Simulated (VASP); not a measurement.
MoS2: single point with PBEsol+D3(BJ)

MoS2:

```
Mo S
1.0
     1.53990    0.95130    5.79705
    -1.53990    0.95130    5.79705
     0.00000   -1.90260    5.79705
Mo S
1 2
Direct
  0.00000 0.00000 0.00000
  0.73467 0.73467 0.80834
  0.26533 0.26533 0.19166
```

This cell differs from its parent crystal: mode 7 frozen in at -0.131 Å, normal strain along y +0.0700.

| Item | Value |
| --- | --- |
| Program | VASP 6.6.1 |
| Task | single point |
| Functional | PBEsol |
| Dispersion | D3(BJ) |
| Potentials or basis | VASP PAW PBE potentials, release 64 (Mo_sv, S) |
| Cutoff | 520 eV |
| k mesh | 15 × 15 × 15 |
| Occupations | gaussian, width 0.15 eV |
| Spin | no spin polarisation |

The pressure is -6.7 GPa, the largest force is 1.161 eV/Å and the band gap on the k mesh is zero (band 13 reaches 8.55 eV, above the bottom of band 14 at 7.89 eV). The dispersion energy per atom is -0.387 eV.

Forces in eV/Å, atoms in the order of the input:
```
Mo   0.000  0.000  0.000
S    0.000  1.086 -0.411
S    0.000 -1.086  0.411
```

Stress tensor (GPa, compression positive):
```
  2.20   0.00   0.00
  0.00 -17.75  10.23
  0.00  10.23  -4.44
```

Levels at points of the mesh, in eV from the Fermi level:
| k point | band 11 | band 12 | band 13 | band 14 | band 15 | band 16 |
| --- | --- | --- | --- | --- | --- | --- |
| (0.00, 0.00, 0.00) | -0.92 | -0.66 | -0.62 | -0.33 | 0.30 | 2.38 |

It took 17 min on 1 thread of Intel(R) Xeon(R) 6975P-C (Granite Rapids), on a shared host, peak memory 0.99 GiB.

Caveat: the cell differs from its parent crystal (mode 7 frozen in at -0.131 Å, normal strain along y +0.0700); the PAW data sets were made with another functional, which shifts forces and pressure a little; pairwise dispersion overbinds metals, which lowers pressure and volume.
